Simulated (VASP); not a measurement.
# Ir (I4/mmm) in VASP: a series of runs

The runs below take Ir through single point, with PBE.

Everything below comes from runs of VASP 6.6.1. Logs are shortened: lines on timing, memory, paths and dates and some standing lists are left out, and cuts for length are marked.

## (1) The cell of the first run

The structure is tetragonal, space group I4/mmm (No. 139). The conventional cell has a = 2.627 Å, b = 2.627 Å, c = 4.335 Å, α = 90.00°, β = 90.00°, γ = 90.00°. Ir (site symmetry 4/mmm) has 12 Ir at 2.63 to 2.85 Å within 3.5 Å.

## (2) Single point, PBE (14.96 Å³/atom)

File INCAR:

```
SYSTEM = Ir
PREC     = Accurate       ! precision mode
ENCUT    = 520            ! plane-wave cutoff, eV
EDIFF    = 1E-6           ! SCF threshold, eV
ISMEAR   = 0              ! smearing method
SIGMA    = 0.15           ! smearing width, eV
LREAL    = .False.        ! projectors in reciprocal space
LASPH    = .True.         ! aspherical terms in the spheres
NELM     = 60             ! most SCF steps
ALGO     = Normal         ! electronic algorithm
ISIF     = 2              ! what is computed and relaxed
LWAVE    = .False.        ! write WAVECAR
LCHARG   = .False.        ! write CHGCAR
GGA      = PE             ! functional
NBANDS   = 10             ! bands
```

File KPOINTS:

```
Automatic mesh
0
Gamma
  22 22 22
  0 0 0
```

File POSCAR:

```
Ir
1.0
    0.0000000000      1.8574803398      2.1676795565
    1.8574803398      0.0000000000      2.1676795565
    1.8574803398      1.8574803398      0.0000000000
Ir
1
Direct
    0.0000000000      0.0000000000      0.0000000000
```

Potentials or basis: VASP PAW PBE potentials, release 64 (Ir).

On the command line:

```bash
cat potpaw_PBE.64/Ir/POTCAR > POTCAR
mpirun -np 1 vasp_std > vasp.out
```

OUTCAR:

```text
SYSTEM = Ir
   PREC = Accurate
   ENCUT = 520
   EDIFF = 1E-6
   ISMEAR = 0
   LREAL = .False.
   LASPH = .True.
   NELM = 60
   ISIF = 2
   GGA = PE

 ion  position               nearest neighbor table
   1  0.000  0.000  0.000-

  LATTYP: Found a body centered tetragonal cell.
 ALAT       =     2.6268738884
 C/A-ratio  =     1.6503872273

  Lattice vectors:

 A1 = (  -1.8574803398,   0.0000000000,   2.1676795565)
 A2 = (   1.8574803398,   0.0000000000,   2.1676795565)
 A3 = (   0.0000000000,   1.8574803398,  -2.1676795565)

Analysis of symmetry for initial positions (statically):
=====================================================================
 Subroutine PRICEL returns:
 Original cell was already a primitive cell.

 Routine SETGRP: Setting up the symmetry group for a
 body centered tetragonal supercell.

 Subroutine GETGRP returns: Found 16 space group operations
 (whereof 16 operations were pure point group operations)
 out of a pool of 16 trial point group operations.

The static configuration has the point symmetry D_4h.

Analysis of symmetry for dynamics (positions and initial velocities):
=====================================================================
 Subroutine PRICEL returns:
 Original cell was already a primitive cell.

 Routine SETGRP: Setting up the symmetry group for a
 body centered tetragonal supercell.

 Subroutine GETGRP returns: Found 16 space group operations
 (whereof 16 operations were pure point group operations)
 out of a pool of 16 trial point group operations.

The dynamic configuration has the point symmetry D_4h.

 Subroutine INISYM returns: Found 16 space group operations
 (whereof 16 operations are pure point group operations),
 and found     1 'primitive' translations

----------------------------------------------------------------------------------------

                                     Primitive cell

  volume of cell :      14.9580

  direct lattice vectors                    reciprocal lattice vectors
     0.000000000  1.857480340  2.167679556    -0.269181853  0.269181853  0.230661399
     1.857480340  0.000000000  2.167679556     0.269181853 -0.269181853  0.230661399
     1.857480340  1.857480340  0.000000000     0.269181853  0.269181853 -0.230661399

  length of vectors
     2.854657225  2.854657225  2.626873888     0.445109449  0.445109449  0.445109449

  position of ions in fractional coordinates (direct lattice)
     0.000000000  0.000000000  0.000000000

  ion indices of the primitive-cell ions
   primitive index   ion index
                 1           1

----------------------------------------------------------------------------------------

 KPOINTS: Automatic mesh

Automatic generation of k-mesh.
 Grid dimensions read from file:
 generate k-points for:   22   22   22

 Generating k-lattice:

  Cartesian coordinates                     Fractional coordinates (reciprocal lattice)
    -0.012235539  0.012235539  0.010484609     0.045454545  0.000000000  0.000000000
     0.012235539 -0.012235539  0.010484609     0.000000000  0.045454545  0.000000000
     0.012235539  0.012235539 -0.010484609     0.000000000  0.000000000  0.045454545

  Length of vectors
     0.020232248  0.020232248  0.020232248

  Shift w.r.t. Gamma in fractional coordinates (k-lattice)
     0.000000000  0.000000000  0.000000000

 Subroutine IBZKPT returns following result:
 ===========================================

 Found    834 irreducible k-points:

 Following reciprocal coordinates:
            Coordinates               Weight
  0.000000  0.000000  0.000000      1.000000
  0.045455  0.000000  0.000000      8.000000
  0.090909  0.000000  0.000000      8.000000
  0.136364  0.000000  0.000000      8.000000
  0.181818  0.000000  0.000000      8.000000
  0.227273  0.000000  0.000000      8.000000
[... 16 lines left out ...]
  0.500000  0.045455  0.000000      8.000000
 -0.454545  0.045455  0.000000      8.000000
 [... further k-points ...]
   k-points           NKPTS =    834   k-points in BZ     NKDIM =    834   number of bands    NBANDS=     10
   number of dos      NEDOS =    301   number of ions     NIONS =      1
   total plane-waves  NPLWV =  11520
   dimension x,y,z NGX =    24 NGY =   24 NGZ =   20
   dimension x,y,z NGXF=    48 NGYF=   48 NGZF=   40
   ions per type =               1
   NGX,Y,Z   is equivalent  to a cutoff of  13.98, 13.98, 12.66 a.u.
   NGXF,Y,Z  is equivalent  to a cutoff of  27.95, 27.95, 25.31 a.u.
 SYSTEM =  Ir
   PREC   = accura    normal or accurate (medium, high low for compatibility)
   ISTART =      0    job   : 0-new  1-cont  2-samecut
   ICHARG =      2    charge: 1-file 2-atom 10-const
   ISPIN  =      1    spin polarized calculation?
   LNONCOLLINEAR =      F non collinear calculations
   LSORBIT =      F    spin-orbit coupling
   LASPH  =      T    aspherical Exc in radial PAW
   ENCUT  =  520.0 eV  38.22 Ry    6.18 a.u.   5.31  5.31  4.88*2*pi/ulx,y,z
   NELM   =     60;   NELMIN=  2; NELMDL= -5     # of ELM steps
   EDIFF  = 0.1E-05   stopping-criterion for ELM
   LREAL  =      F    real-space projection
   EDIFFG = 0.1E-04   stopping-criterion for IOM
   NSW    =      0    number of steps for IOM
   IBRION =     -1    ionic relax: 0-MD 1-quasi-New 2-CG
   NFREE  =      0    steps in history (QN), initial steepest desc. (CG)
   ISIF   =      2    stress and relaxation
   ISYM   =      2    0-nonsym 1-usesym 2-fastsym
   POTIM  = 0.5000    time-step for ionic-motion
   TEBEG  =    0.0;   TEEND  =   0.0 temperature during run
   PSTRESS=    0.0 pullay stress
   NELECT =       9.0000    total number of electrons
   NUPDOWN=      -1.0000    fix difference up-down
   EMIN   =  10.00;   EMAX   =-10.00  energy-range for DOS
   EFERMI =   0.00;   METHOD = LEGACY
   ISMEAR =     0;   SIGMA  =   0.15  broadening in eV -4-tet -1-fermi 0-gaus
   EFERMI_NEDOS =   21; number of points for ismear=-14 and -15
   IALGO  =     38    algorithm
   IMIX   =      4    mixing-type and parameters
     AMIX     =   0.40;   BMIX     =  1.00
     AMIX_MAG =   1.60;   BMIX_MAG =  1.00
  volume/ion in A,a.u.               =      14.96       100.94
  Fermi-wavevector in a.u.,A,eV,Ry     =   1.382074  2.611740 25.988860  1.910127
  Thomas-Fermi vector in A             =   2.506799
   LORBIT       =      0    0 simple, 1 ext, 2 COOP (PROOUT), +10 PAW based schemes
   GGA     = PE    functional components
   LHFCALC =     F    Hartree Fock is set to
   AEXX    =    0.0000 exact exchange contribution
   IVDW    =     0    specifies the selected vdW correction
   LEPSILON=     F    determine dielectric tensor
   LRPA    =     F    only Hartree local field effects (RPA)
 non-spin polarized calculation
 Gauss-broadening in eV      SIGMA  =   0.15
  energy-cutoff  :      520.00
  volume of cell :       14.96
 maximum number of plane-waves:       416
 NGX is ok and might be reduce to    24
   NGX = 11   NGY = 11   NGZ =  9

 number of electron       9.0000000 magnetization

 Free energy of the ion-electron system (eV)
  ---------------------------------------------------
  ext. energy  EPLUGINS =         0.00000000
  ---------------------------------------------------
  free energy    TOTEN  =        -8.60434655 eV

  energy without entropy =       -8.59101554  energy(sigma->0) =       -8.59768105

 E-fermi :   9.4347     XC(G=0): -13.6472

 val. band max:        9.4321660305   @ k =   0.2273   0.1364   0.0909
 cond. band min:       9.4350890737   @ k =  -0.3636   0.1818   0.0000
 fundamental gap:      0.0029230431
 Fermi energy:         9.4347117176

 k-point     1 :       0.0000    0.0000    0.0000
  band No.  band energies     occupation
      1      -1.0517      2.00000
      2       4.6583      2.00000
      3       6.7395      2.00000
      4       6.7395      2.00000
      5       6.9307      2.00000
      6       9.5541      0.26046
      7      24.2853      0.00000
      8      26.5255      0.00000
      9      30.6272      0.00000
     10      30.6272      0.00000

 k-point     2 :       0.0455    0.0000    0.0000
  band No.  band energies     occupation
      1      -0.9636      2.00000
      2       4.6904      2.00000
      3       6.6860      2.00000
      4       6.7749      2.00000
      5       6.9393      2.00000
      6       9.5075      0.49278
      7      24.4281      0.00000
      8      26.5900      0.00000
      9      30.0881      0.00000
     10      30.7766      0.00000

 k-point     3 :       0.0909    0.0000    0.0000
  band No.  band energies     occupation
      1      -0.7050      2.00000
      2       4.7775      2.00000
      3       6.5129      2.00000
      4       6.8759      2.00000
      5       7.0036      2.00000
      6       9.3784      1.40459
      7      24.8213      0.00000
      8      26.6619      0.00000
      9      29.1873      0.00000
     10      31.2110      0.00000

 k-point     4 :       0.1364    0.0000    0.0000
  band No.  band energies     occupation
      1      -0.2944      2.00000
      2       4.8973      2.00000
      3       6.2499      2.00000
      4       7.0259      2.00000
      5       7.1631      2.00000
      6       9.1982      1.97423
      7      25.3475      0.00000
      8      26.2686      0.00000
      9      28.8887      0.00000
     10      31.8863      0.00000
[... 222 lines left out ...]
 k-point    22 :       0.4545    0.0455    0.0000
  band No.  band energies     occupation
      1       2.0439      2.00000
      2       4.8945      2.00000
      3       6.9263      2.00000
      4       8.1102      2.00000
      5       9.8661      0.00005
      6      10.4147      0.00000
      7      17.2517      0.00000
      8      23.0310      0.00000
      9      28.8862      0.00000
     10      30.4168      0.00000

 k-point    23 :       0.5000    0.0455    0.0000
  band No.  band energies     occupation
      1       2.0495      2.00000
      2       4.8817      2.00000
      3       6.8524      2.00000
      4       8.5760      2.00000
      5       9.9035      0.00001
      6      10.8478      0.00000
      7      16.4886      0.00000
      8      22.8087      0.00000
      9      28.3010      0.00000
     10      30.3262      0.00000

 k-point    24 :      -0.4545    0.0455    0.0000
  band No.  band energies     occupation
      1       2.0555      2.00000
      2       4.9078      2.00000
      3       6.8381      2.00000
      4       8.4192      2.00000
      5       9.8232      0.00025
      6      11.0483      0.00000
      7      16.5423      0.00000
      8      22.8311      0.00000
      9      28.1540      0.00000
     10      30.5603      0.00000

 [... further k-points ...]

------------------------ aborting loop because EDIFF is reached ----------------------------------------

  FORCE on cell =-STRESS in cart. coord.  units (eV):
  Direction    XX          YY          ZZ          XY          YZ          ZX
  --------------------------------------------------------------------------------------
  -------------------------------------------------------------------------------------
  Total        1.0802541      1.0802541     -3.2670344      0.0000000      0.0000000      0.0000000
  in kB      115.7078854    115.7078854   -349.9377269      0.0000000      0.0000000      0.0000000
  external PRESSURE =     -39.5073187 kB  Pullay stress =       0.0000000 kB

 VOLUME and BASIS-vectors are now :
 -----------------------------------------------------------------------------
  energy-cutoff  :      520.00
  volume of cell :       14.96
      direct lattice vectors                 reciprocal lattice vectors
     0.000000000  1.857480340  2.167679556    -0.269181853  0.269181853  0.230661399
     1.857480340  0.000000000  2.167679556     0.269181853 -0.269181853  0.230661399
     1.857480340  1.857480340  0.000000000     0.269181853  0.269181853 -0.230661399

 POSITION                                       TOTAL-FORCE (eV/Angst)
 -----------------------------------------------------------------------------------
      0.00000      0.00000      0.00000         0.000000      0.000000      0.000000
 -----------------------------------------------------------------------------------
    total drift:                                0.000000      0.000000     -0.000000

  FREE ENERGIE OF THE ION-ELECTRON SYSTEM (eV)
  ---------------------------------------------------
  free  energy   TOTEN  =        -8.6043465529 eV

  energy  without entropy=       -8.5910155415  energy(sigma->0) =       -8.59768105
```

It took 33 s on 1 thread of Intel Xeon 6975P-C (Granite Rapids), shared host; peak memory 0.25 GiB.

Results:

| Item | Value |
| --- | --- |
| Free energy | -8.6043 eV |
| Pressure | -4.0 GPa |
| Band gap on the k mesh | zero (an odd number of electrons rules out a gap without spin polarisation) |

Stress tensor (GPa, compression positive):
```
 11.57   0.00   0.00
  0.00  11.57   0.00
  0.00   0.00 -34.99
```

Caveat: the cell stands under tension; spin-orbit coupling is left out, which moves the levels of the heavy elements.

(Continued in part 2 of 2.)
